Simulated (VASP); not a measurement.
# Mg (Fm-3m) in VASP: a series of runs

The runs below take Mg through single point, relaxation of cell and atoms, with PBE.

All numbers are computed with VASP 6.6.1; they aren't measurements. Logs are shortened: lines on timing, memory, paths and dates and some standing lists are left out, and cuts for length are marked.

### Step 1. The cell of the first run

The structure is cubic, space group Fm-3m (No. 225). The conventional cell has a = 4.519 Å, b = 4.519 Å, c = 4.519 Å, α = 90.00°, β = 90.00°, γ = 90.00°. Within 4.2 Å of Mg (site symmetry m-3m) lie 12 Mg at 3.20 Å.

### Step 2. Single point, PBE

Input file INCAR:

```
SYSTEM = Mg
PREC = Accurate
ENCUT = 520
EDIFF = 1E-6
ISMEAR = 0
SIGMA = 0.1
LREAL = .FALSE.
LASPH = .TRUE.
NELM = 100
ALGO = Normal
ISIF = 2
LWAVE = .FALSE.
LCHARG = .FALSE.
GGA = PE
NBANDS = 7
```

Input file KPOINTS:

```
regular mesh
0
G
  16 16 16
  0 0 0
```

Input file POSCAR:

```
Mg
1.0
    0.0000000000      2.2593346182      2.2593346182
    2.2593346182      0.0000000000      2.2593346182
    2.2593346182      2.2593346182      0.0000000000
Mg
1
Direct
    0.0000000000      0.0000000000      0.0000000000
```

Potentials or basis: VASP PAW PBE potentials, release 64 (Mg).

Launch:

```console
$ cat potpaw_PBE.64/Mg/POTCAR > POTCAR
$ mpirun -np 1 vasp_std > vasp.out
```

OUTCAR:

```text
SYSTEM = Mg
   PREC = Accurate
   ENCUT = 520
   EDIFF = 1E-6
   ISMEAR = 0
   LREAL = .FALSE.
   LASPH = .TRUE.
   NELM = 100
   ISIF = 2
   GGA = PE

 ion  position               nearest neighbor table
   1  0.000  0.000  0.000-

  LATTYP: Found a face centered cubic cell.
 ALAT       =     4.5186692364

  Lattice vectors:

 A1 = (   0.0000000000,   2.2593346182,   2.2593346182)
 A2 = (   2.2593346182,   0.0000000000,   2.2593346182)
 A3 = (   2.2593346182,   2.2593346182,   0.0000000000)

Analysis of symmetry for initial positions (statically):
=====================================================================
 Subroutine PRICEL returns:
 Original cell was already a primitive cell.

 Routine SETGRP: Setting up the symmetry group for a
 face centered cubic supercell.

 Subroutine GETGRP returns: Found 48 space group operations
 (whereof 48 operations were pure point group operations)
 out of a pool of 48 trial point group operations.

The static configuration has the point symmetry O_h .

Analysis of symmetry for dynamics (positions and initial velocities):
=====================================================================
 Subroutine PRICEL returns:
 Original cell was already a primitive cell.

 Routine SETGRP: Setting up the symmetry group for a
 face centered cubic supercell.

 Subroutine GETGRP returns: Found 48 space group operations
 (whereof 48 operations were pure point group operations)
 out of a pool of 48 trial point group operations.

The dynamic configuration has the point symmetry O_h .

 Subroutine INISYM returns: Found 48 space group operations
 (whereof 48 operations are pure point group operations),
 and found     1 'primitive' translations

----------------------------------------------------------------------------------------

                                     Primitive cell

  volume of cell :      23.0660

  direct lattice vectors                    reciprocal lattice vectors
     0.000000000  2.259334618  2.259334618    -0.221304094  0.221304094  0.221304094
     2.259334618  0.000000000  2.259334618     0.221304094 -0.221304094  0.221304094
     2.259334618  2.259334618  0.000000000     0.221304094  0.221304094 -0.221304094

  length of vectors
     3.195181659  3.195181659  3.195181659     0.383309934  0.383309934  0.383309934

  position of ions in fractional coordinates (direct lattice)
     0.000000000  0.000000000  0.000000000

  ion indices of the primitive-cell ions
   primitive index   ion index
                 1           1

----------------------------------------------------------------------------------------

 KPOINTS: regular mesh

Automatic generation of k-mesh.
 Grid dimensions read from file:
 generate k-points for:   16   16   16

 Generating k-lattice:

  Cartesian coordinates                     Fractional coordinates (reciprocal lattice)
    -0.013831506  0.013831506  0.013831506     0.062500000  0.000000000  0.000000000
     0.013831506 -0.013831506  0.013831506     0.000000000  0.062500000  0.000000000
     0.013831506  0.013831506 -0.013831506     0.000000000  0.000000000  0.062500000

  Length of vectors
     0.023956871  0.023956871  0.023956871

  Shift w.r.t. Gamma in fractional coordinates (k-lattice)
     0.000000000  0.000000000  0.000000000

 Subroutine IBZKPT returns following result:
 ===========================================

 Found    145 irreducible k-points:

 Following reciprocal coordinates:
            Coordinates               Weight
  0.000000  0.000000  0.000000      1.000000
  0.062500  0.000000  0.000000      8.000000
  0.125000  0.000000  0.000000      8.000000
  0.187500  0.000000  0.000000      8.000000
  0.250000  0.000000  0.000000      8.000000
  0.312500  0.000000  0.000000      8.000000
[... 16 lines left out ...]
 -0.125000  0.062500  0.000000     24.000000
 -0.062500  0.062500  0.000000     12.000000
 [... further k-points ...]
   k-points           NKPTS =    145   k-points in BZ     NKDIM =    145   number of bands    NBANDS=      7
   number of dos      NEDOS =    301   number of ions     NIONS =      1
   total plane-waves  NPLWV =  13824
   dimension x,y,z NGX =    24 NGY =   24 NGZ =   24
   dimension x,y,z NGXF=    48 NGYF=   48 NGZF=   48
   ions per type =               1
   NGX,Y,Z   is equivalent  to a cutoff of  12.49, 12.49, 12.49 a.u.
   NGXF,Y,Z  is equivalent  to a cutoff of  24.97, 24.97, 24.97 a.u.
 SYSTEM =  Mg
   PREC   = accura    normal or accurate (medium, high low for compatibility)
   ISTART =      0    job   : 0-new  1-cont  2-samecut
   ICHARG =      2    charge: 1-file 2-atom 10-const
   ISPIN  =      1    spin polarized calculation?
   LNONCOLLINEAR =      F non collinear calculations
   LSORBIT =      F    spin-orbit coupling
   LASPH  =      T    aspherical Exc in radial PAW
   ENCUT  =  520.0 eV  38.22 Ry    6.18 a.u.   5.94  5.94  5.94*2*pi/ulx,y,z
   NELM   =    100;   NELMIN=  2; NELMDL= -5     # of ELM steps
   EDIFF  = 0.1E-05   stopping-criterion for ELM
   LREAL  =      F    real-space projection
   EDIFFG = 0.1E-04   stopping-criterion for IOM
   NSW    =      0    number of steps for IOM
   IBRION =     -1    ionic relax: 0-MD 1-quasi-New 2-CG
   NFREE  =      0    steps in history (QN), initial steepest desc. (CG)
   ISIF   =      2    stress and relaxation
   ISYM   =      2    0-nonsym 1-usesym 2-fastsym
   POTIM  = 0.5000    time-step for ionic-motion
   TEBEG  =    0.0;   TEEND  =   0.0 temperature during run
   PSTRESS=    0.0 pullay stress
   NELECT =       2.0000    total number of electrons
   NUPDOWN=      -1.0000    fix difference up-down
   EMIN   =  10.00;   EMAX   =-10.00  energy-range for DOS
   EFERMI =   0.00;   METHOD = LEGACY
   ISMEAR =     0;   SIGMA  =   0.10  broadening in eV -4-tet -1-fermi 0-gaus
   EFERMI_NEDOS =   21; number of points for ismear=-14 and -15
   IALGO  =     38    algorithm
   IMIX   =      4    mixing-type and parameters
     AMIX     =   0.40;   BMIX     =  1.00
     AMIX_MAG =   1.60;   BMIX_MAG =  1.00
  volume/ion in A,a.u.               =      23.07       155.66
  Fermi-wavevector in a.u.,A,eV,Ry     =   0.724593  1.369283  7.143540  0.525035
  Thomas-Fermi vector in A             =   1.815102
   LORBIT       =      0    0 simple, 1 ext, 2 COOP (PROOUT), +10 PAW based schemes
   GGA     = PE    functional components
   LHFCALC =     F    Hartree Fock is set to
   AEXX    =    0.0000 exact exchange contribution
   IVDW    =     0    specifies the selected vdW correction
   LEPSILON=     F    determine dielectric tensor
   LRPA    =     F    only Hartree local field effects (RPA)
 non-spin polarized calculation
 Gauss-broadening in eV      SIGMA  =   0.10
  energy-cutoff  :      520.00
  volume of cell :       23.07
 maximum number of plane-waves:       636
   NGX = 11   NGY = 11   NGZ = 11

 number of electron       2.0000000 magnetization

 Free energy of the ion-electron system (eV)
  ---------------------------------------------------
  ext. energy  EPLUGINS =         0.00000000
  ---------------------------------------------------
  free energy    TOTEN  =        -1.49299764 eV

  energy without entropy =       -1.49019470  energy(sigma->0) =       -1.49159617

 E-fermi :   2.5864     XC(G=0):  -8.4770

 val. band max:        2.5439899823   @ k =  -0.3750   0.1875   0.0625
 cond. band min:       2.5868934760   @ k =  -0.4375   0.4375   0.0000
 fundamental gap:      0.0429034936
 Fermi energy:         2.5864231595

 k-point     1 :       0.0000    0.0000    0.0000
  band No.  band energies     occupation
      1      -4.3033      2.00000
      2      14.9272      0.00000
      3      14.9272      0.00000
      4      14.9272      0.00000
      5      16.8335      0.00000
      6      16.8335      0.00000
      7      16.8335      0.00000

 k-point     2 :       0.0625    0.0000    0.0000
  band No.  band energies     occupation
      1      -4.2167      2.00000
      2      13.5306      0.00000
      3      14.7185      0.00000
      4      14.7185      0.00000
      5      16.8755      0.00000
      6      17.1884      0.00000
      7      17.1884      0.00000

 k-point     3 :       0.1250    0.0000    0.0000
  band No.  band energies     occupation
      1      -3.9573      2.00000
      2      11.4847      0.00000
      3      14.3349      0.00000
      4      14.3349      0.00000
      5      16.6121      0.00000
      6      18.0075      0.00000
      7      18.0075      0.00000

 k-point     4 :       0.1875    0.0000    0.0000
  band No.  band energies     occupation
      1      -3.5266      2.00000
      2       9.4593      0.00000
      3      13.9932      0.00000
      4      13.9932      0.00000
      5      16.3139      0.00000
      6      18.0128      0.00000
      7      18.0128      0.00000

 k-point     5 :       0.2500    0.0000    0.0000
  band No.  band energies     occupation
      1      -2.9268      2.00000
      2       7.5302      0.00000
      3      13.7563      0.00000
      4      13.7563      0.00000
      5      16.0808      0.00000
      6      17.0035      0.00000
      7      17.0035      0.00000
[... 161 lines left out ...]
 k-point    22 :      -0.1875    0.0625    0.0000
  band No.  band energies     occupation
      1      -3.2691      2.00000
      2       8.8510      0.00000
      3      12.3220      0.00000
      4      14.9494      0.00000
      5      16.6976      0.00000
      6      16.8653      0.00000
      7      17.8998      0.00000

 k-point    23 :      -0.1250    0.0625    0.0000
  band No.  band energies     occupation
      1      -3.7561      2.00000
      2      10.8068      0.00000
      3      12.7122      0.00000
      4      15.1508      0.00000
      5      17.1182      0.00000
      6      17.5367      0.00000
      7      17.8110      0.00000

 k-point    24 :      -0.0625    0.0625    0.0000
  band No.  band energies     occupation
      1      -4.0725      2.00000
      2      12.6118      0.00000
      3      13.4150      0.00000
      4      15.1515      0.00000
      5      17.0013      0.00000
      6      17.1954      0.00000
      7      17.8058      0.00000

 [... further k-points ...]

------------------------ aborting loop because EDIFF is reached ----------------------------------------

  FORCE on cell =-STRESS in cart. coord.  units (eV):
  Direction    XX          YY          ZZ          XY          YZ          ZX
  --------------------------------------------------------------------------------------
  -------------------------------------------------------------------------------------
  Total       -0.0047045     -0.0047045     -0.0047045     -0.0000000     -0.0000000      0.0000000
  in kB       -0.3267790     -0.3267790     -0.3267790     -0.0000000     -0.0000000      0.0000000
  external PRESSURE =      -0.3267790 kB  Pullay stress =       0.0000000 kB

 VOLUME and BASIS-vectors are now :
 -----------------------------------------------------------------------------
  energy-cutoff  :      520.00
  volume of cell :       23.07
      direct lattice vectors                 reciprocal lattice vectors
     0.000000000  2.259334618  2.259334618    -0.221304094  0.221304094  0.221304094
     2.259334618  0.000000000  2.259334618     0.221304094 -0.221304094  0.221304094
     2.259334618  2.259334618  0.000000000     0.221304094  0.221304094 -0.221304094

 POSITION                                       TOTAL-FORCE (eV/Angst)
 -----------------------------------------------------------------------------------
      0.00000      0.00000      0.00000        -0.000000     -0.000000     -0.000000
 -----------------------------------------------------------------------------------
    total drift:                                0.000000     -0.000000     -0.000000

  FREE ENERGIE OF THE ION-ELECTRON SYSTEM (eV)
  ---------------------------------------------------
  free  energy   TOTEN  =        -1.4929976353 eV

  energy  without entropy=       -1.4901946966  energy(sigma->0) =       -1.49159617
```

Run time: 8.7 s. Hardware: 1 thread of Intel Xeon Platinum 8259CL at 2.50GHz (Skylake/Cascade Lake), shared host; peak memory 0.15 GiB.

What came out:

| Property | Result |
| --- | --- |
| Free energy | -1.4930 eV |
| Pressure | 0.0 GPa |
| Band gap on the k mesh | zero (band 1 reaches 4.04 eV, above the bottom of band 2 at 1.31 eV) |

### Step 3. Single point, PBE

Input file INCAR:

```
ALGO = Normal
EDIFF = 1E-6
ENCUT = 520
GGA = PE
ISIF = 2
ISMEAR = 0
LASPH = T
LCHARG = F
LREAL = F
LWAVE = F
NBANDS = 7
NELM = 60
PREC = Accurate
SIGMA = 0.1
```

Input file KPOINTS:

```
k-points
0
Gamma
  16 16 16
```

POSCAR is that of step 2.

Potentials or basis: VASP PAW PBE potentials, release 64 (Mg).

Launch:

```console
$ cat potpaw_PBE.64/Mg/POTCAR > POTCAR
$ mpirun -np 1 vasp_std > vasp.out
```

Run time: 8.9 s. Hardware: 1 thread of Intel Xeon Platinum 8259CL at 2.50GHz (Skylake/Cascade Lake), shared host; peak memory 0.15 GiB.

It converged, with:

```
Free energy            : -1.4930 eV
Pressure               : 0.0 GPa
Band gap on the k mesh : zero (band 1 reaches 4.04 eV, above the bottom of band 2 at 1.31 eV)
```

Levels at points of the mesh, in eV from the Fermi level:
| k point | band 1 | band 2 | band 3 | band 4 |
| --- | --- | --- | --- | --- |
| (0.00, 0.00, 0.00) | -6.89 | 12.34 | 12.34 | 12.34 |
| (0.50, 0.00, 0.00) | -1.68 | -1.28 | 11.25 | 11.25 |
| (0.50, 0.50, 0.00) | -0.21 | 0.81 | 6.10 | 6.93 |

[end of part 1 of 2]
